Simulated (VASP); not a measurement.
# Ge (Fd-3m) in VASP: notebook

The runs below take Ge through single point, with HSE06.

All numbers are computed with VASP 6.6.1; they aren't measurements. Logs are shortened: lines on timing, memory, paths and dates and some standing lists are left out, and cuts for length are marked.

### Step 1. The cell of the first run

Symmetry: Fd-3m, No. 227, cubic system. Conventional cell: a = 5.447 Å, b = 5.447 Å, c = 5.447 Å, α = 90.00°, β = 90.00°, γ = 90.00°. Within 3.1 Å of Ge (site symmetry -43m) lie 4 Ge at 2.36 Å.

### Step 2. Single point, HSE06 (strain -4.0%)

POSCAR

```
Ge
1.0
    0.0000000000      2.7233985716      2.7233985716
    2.7233985716      0.0000000000      2.7233985716
    2.7233985716      2.7233985716      0.0000000000
Ge
2
Direct
    0.0000000000      0.0000000000      0.0000000000
    0.2500000000      0.2500000000      0.2500000000
```

INCAR.step1

```
SYSTEM = Ge
ALGO = Normal ; EDIFF = 1E-5
ENCUT = 520 ; GGA = PE
ISIF = 2 ; ISMEAR = 0
KPAR = 4 ; LASPH = .True.
LCHARG = .False. ; LREAL = .False.
LWAVE = .True. ; NBANDS = 21
NELM = 80 ; PREC = Accurate
SIGMA = 0.01
```

INCAR.step2

```
SYSTEM = Ge
ALGO = Normal ; EDIFF = 1E-7
ENCUT = 520 ; GGA = PE
HFSCREEN = 0.2079 ; ISIF = 2
ISMEAR = 0 ; ISTART = 1
KPAR = 4 ; LASPH = .True.
LCHARG = .False. ; LHFCALC = .True.
LREAL = .False. ; LWAVE = .False.
NBANDS = 21 ; NELM = 80
PREC = Accurate ; PRECFOCK = Normal
SIGMA = 0.01
```

KPOINTS

```
k-points
0
Gamma
  6 6 6
  0 0 0
```

Potentials or basis: VASP PAW PBE potentials, release 64 (Ge_d).

Command:

```console
$ cat potpaw_PBE.64/Ge_d/POTCAR > POTCAR
$ cp INCAR.step1 INCAR
$ mpirun -np 4 vasp_std > vasp.out
$ cp INCAR.step2 INCAR
$ mpirun -np 4 vasp_std > vasp.out
```

OUTCAR:

```text
SYSTEM = Ge
   EDIFF = 1E-7
   ENCUT = 520
   GGA = PE
   HFSCREEN = 0.2079
   ISIF = 2
   ISMEAR = 0
   ISTART = 1
   LASPH = .True.
   LHFCALC = .True.
   LREAL = .False.
   NELM = 80
   PREC = Accurate
   PRECFOCK = Normal

 ion  position               nearest neighbor table
   1  0.000  0.000  0.000-   2 2.36   2 2.36   2 2.36   2 2.36
   2  0.250  0.250  0.250-   1 2.36   1 2.36   1 2.36   1 2.36

  LATTYP: Found a face centered cubic cell.
 ALAT       =     5.4467971432

  Lattice vectors:

 A1 = (   0.0000000000,   2.7233985716,   2.7233985716)
 A2 = (   2.7233985716,   0.0000000000,   2.7233985716)
 A3 = (   2.7233985716,   2.7233985716,   0.0000000000)

Analysis of symmetry for initial positions (statically):
=====================================================================
 Subroutine PRICEL returns:
 Original cell was already a primitive cell.

 Routine SETGRP: Setting up the symmetry group for a
 face centered cubic supercell.

 Subroutine GETGRP returns: Found 48 space group operations
 (whereof 24 operations were pure point group operations)
 out of a pool of 48 trial point group operations.

The static configuration has the point symmetry T_d .
 The point group associated with its full space group is O_h .

Analysis of symmetry for dynamics (positions and initial velocities):
=====================================================================
 Subroutine PRICEL returns:
 Original cell was already a primitive cell.

 Routine SETGRP: Setting up the symmetry group for a
 face centered cubic supercell.

 Subroutine GETGRP returns: Found 48 space group operations
 (whereof 24 operations were pure point group operations)
 out of a pool of 48 trial point group operations.

The dynamic configuration has the point symmetry T_d .
 The point group associated with its full space group is O_h .

 Subroutine INISYM returns: Found 48 space group operations
 (whereof 24 operations are pure point group operations),
 and found     1 'primitive' translations

----------------------------------------------------------------------------------------

                                     Primitive cell

[... 81 lines left out ...]
   EDIFF  = 0.1E-06   stopping-criterion for ELM
   LREAL  =      F    real-space projection
   EDIFFG = 0.1E-05   stopping-criterion for IOM
   NSW    =      0    number of steps for IOM
   IBRION =     -1    ionic relax: 0-MD 1-quasi-New 2-CG
   NFREE  =      0    steps in history (QN), initial steepest desc. (CG)
   ISIF   =      2    stress and relaxation
   ISYM   =      3    0-nonsym 1-usesym 2-fastsym
   POTIM  = 0.5000    time-step for ionic-motion
   TEBEG  =    0.0;   TEEND  =   0.0 temperature during run
   PSTRESS=    0.0 pullay stress
   NELECT =      28.0000    total number of electrons
   NUPDOWN=      -1.0000    fix difference up-down
   EMIN   =  10.00;   EMAX   =-10.00  energy-range for DOS
   EFERMI =   0.00;   METHOD = LEGACY
   ISMEAR =     0;   SIGMA  =   0.01  broadening in eV -4-tet -1-fermi 0-gaus
   EFERMI_NEDOS =   21; number of points for ismear=-14 and -15
   IALGO  =     38    algorithm
   IMIX   =      1    mixing-type and parameters
     AMIX     =   0.40;   BMIX     =  1.00
     AMIX_MAG =   1.60;   BMIX_MAG =  1.00
  volume/ion in A,a.u.               =      20.20       136.31
  Fermi-wavevector in a.u.,A,eV,Ry     =   1.448793  2.737822 28.558640  2.099001
  Thomas-Fermi vector in A             =   2.566593
   LORBIT       =      0    0 simple, 1 ext, 2 COOP (PROOUT), +10 PAW based schemes
   GGA     = PE    functional components
   LHFCALC =     T    Hartree Fock is set to
   PRECFOCK=normal    Normal, Fast or Accurate (Low or Medium for compatibility)
   ENCUT4O =  -1.0   cutoff for four orbital integrals eV
   NKREDX  =     1    reduce k-point grid by
   NKREDY  =     1    reduce k-point grid by
   NKREDZ  =     1    reduce k-point grid by
   AEXX    =    0.2500 exact exchange contribution
   HFSCREEN=    0.2079 screening length (either q_TF or 0.3 A-1)
   HFSCREENC=   0.2079 screening length for correlation (either q_TF or 0.3 A-1)
   ENCUTFOCK=  -1.0 apply spherical cutoff to Coloumb kernel
   IVDW    =     0    specifies the selected vdW correction
   LEPSILON=     F    determine dielectric tensor
   LRPA    =     F    only Hartree local field effects (RPA)
 non-spin polarized calculation
 Gauss-broadening in eV      SIGMA  =   0.01
  energy-cutoff  :      520.00
  volume of cell :       40.40
 maximum number of plane-waves:      1113
 NGX is ok and might be reduce to    30
  NGX = 24; NGY = 24; NGZ = 24

 number of electron      27.9999980 magnetization

 Free energy of the ion-electron system (eV)
  ---------------------------------------------------
  ext. energy  EPLUGINS =         0.00000000
  ---------------------------------------------------
  free energy    TOTEN  =       -10.46384283 eV

  energy without entropy =      -10.46384283  energy(sigma->0) =      -10.46384283

 E-fermi :   5.9166     XC(G=0):  -8.6603

 val. band max:        5.8553526421   @ k =   0.0000   0.0000   0.0000
 cond. band min:       6.8749263530   @ k =   0.3333   0.3333   0.0000
 fundamental gap:      1.0195737110
 Fermi energy:         5.9165922696

 k-point     1 :       0.0000    0.0000    0.0000
  band No.  band energies     occupation
      1     -22.2661      2.00000
      2     -22.2661      2.00000
      3     -22.2661      2.00000
      4     -22.2195      2.00000
      5     -22.2195      2.00000
      6     -21.9409      2.00000
[... 373 lines left out ...]
     20      19.0660      0.00000
     21      20.8838      0.00000

------------------------ aborting loop because EDIFF is reached ----------------------------------------

  FORCE on cell =-STRESS in cart. coord.  units (eV):
  Direction    XX          YY          ZZ          XY          YZ          ZX
  --------------------------------------------------------------------------------------
  -------------------------------------------------------------------------------------
  Total        3.1243550      3.1243550      3.1243550      0.0000000      0.0000000      0.0000000
  in kB      123.9102829    123.9102829    123.9102829      0.0000000      0.0000000      0.0000000
  external PRESSURE =     123.9102829 kB  Pullay stress =       0.0000000 kB

 VOLUME and BASIS-vectors are now :
 -----------------------------------------------------------------------------
  energy-cutoff  :      520.00
  volume of cell :       40.40
      direct lattice vectors                 reciprocal lattice vectors
     0.000000000  2.723398572  2.723398572    -0.183594133  0.183594133  0.183594133
     2.723398572  0.000000000  2.723398572     0.183594133 -0.183594133  0.183594133
     2.723398572  2.723398572  0.000000000     0.183594133  0.183594133 -0.183594133

 POSITION                                       TOTAL-FORCE (eV/Angst)
 -----------------------------------------------------------------------------------
      0.00000      0.00000      0.00000         0.000000      0.000000      0.000000
      1.36170      1.36170      1.36170        -0.000000     -0.000000     -0.000000
 -----------------------------------------------------------------------------------
    total drift:                                0.000000      0.000000      0.000000

  FREE ENERGIE OF THE ION-ELECTRON SYSTEM (eV)
  ---------------------------------------------------
  free  energy   TOTEN  =       -10.4638428315 eV

  energy  without entropy=      -10.4638428315  energy(sigma->0) =      -10.46384283
```

OUTCAR.step1:

```text
SYSTEM = Ge
   EDIFF = 1E-5
   ENCUT = 520
   GGA = PE
   ISIF = 2
   ISMEAR = 0
[... 598 lines left out ...]
      0.00000      0.00000      0.00000        -0.000000     -0.000000     -0.000000
      1.36170      1.36170      1.36170         0.000000      0.000000      0.000000
 -----------------------------------------------------------------------------------
    total drift:                                0.000000     -0.000000      0.000000

  FREE ENERGIE OF THE ION-ELECTRON SYSTEM (eV)
  ---------------------------------------------------
  free  energy   TOTEN  =        -8.7038621595 eV

  energy  without entropy=       -8.7038621595  energy(sigma->0) =       -8.70386216
```

Wall time 47 min (4 MPI ranks of Intel Xeon Platinum 8375C at 2.90GHz (Ice Lake), shared host); peak memory 0.27 GiB.

Results:

* Free energy: -10.4638 eV
* Pressure: 12.4 GPa
* Band gap on the k mesh: 1.02 eV (least direct gap 2.12 eV)

Caveat: the cell differs from its parent crystal (strain -4.0%); the cell stands under pressure; the PAW data sets were made with another functional, which shifts forces and pressure a little. A k mesh can miss the band edges.

### Step 3. Single point, HSE06 (strain +4.0%)

POSCAR

```
Ge
1.0
    0.0000000000      2.9503484526      2.9503484526
    2.9503484526      0.0000000000      2.9503484526
    2.9503484526      2.9503484526      0.0000000000
Ge
2
Direct
    0.0000000000      0.0000000000      0.0000000000
    0.2500000000      0.2500000000      0.2500000000
```

INCAR.step1

```
PREC = Accurate
ENCUT = 520
EDIFF = 1E-5
ISMEAR = -1
SIGMA = 0.02
LREAL = F
LASPH = T
NELM = 80
ALGO = Normal
ISIF = 2
LWAVE = T
LCHARG = F
NBANDS = 21
GGA = PE
KPAR = 2
```

INCAR.step2

```
PREC = Accurate
ENCUT = 520
EDIFF = 1E-6
ISMEAR = -1
SIGMA = 0.02
LREAL = F
LASPH = T
NELM = 80
ALGO = Normal
ISIF = 2
LWAVE = F
LCHARG = F
GGA = PE
LHFCALC = T
HFSCREEN = 0.2079
PRECFOCK = Normal
NBANDS = 21
ISTART = 1
KPAR = 2
```

KPOINTS

```
regular mesh
0
Gamma
  6 6 6
```

Potentials or basis: VASP PAW PBE potentials, release 64 (Ge_d).

Command:

```console
$ cat potpaw_PBE.64/Ge_d/POTCAR > POTCAR
$ cp INCAR.step1 INCAR
$ mpirun -np 2 vasp_std > vasp.out
$ cp INCAR.step2 INCAR
$ mpirun -np 2 vasp_std > vasp.out
```

It took 35 min on 2 MPI ranks of Intel Xeon Platinum 8488C (Sapphire Rapids), shared host; peak memory 0.29 GiB.

Results (log left out):

* Free energy: -10.5363 eV
* Pressure: -6.0 GPa
* Band gap on the k mesh: zero (filled and empty bands touch)

Levels at points of the mesh, in eV from the Fermi level:
```csv
k point,band 10,band 11,band 12,band 13,band 14,band 15,band 16,band 17,band 18,band 19
"(0.00, 0.00, 0.00)",-27.70,-13.12,-0.44,-0.01,-0.01,-0.01,3.10,3.10,3.10,6.83
"(0.50, 0.00, 0.00)",-27.68,-11.10,-7.77,-1.35,-1.35,0.35,4.32,4.32,7.77,10.71
"(0.50, 0.50, 0.00)",-27.67,-9.28,-9.28,-2.94,-2.94,1.36,1.36,9.68,9.68,11.53
```

Caveat: the cell differs from its parent crystal (strain +4.0%); the cell stands under tension; the PAW data sets were made with another functional, which shifts forces and pressure a little.

The gap in the log of VASP goes by the Fermi energy; the results here count the filled bands.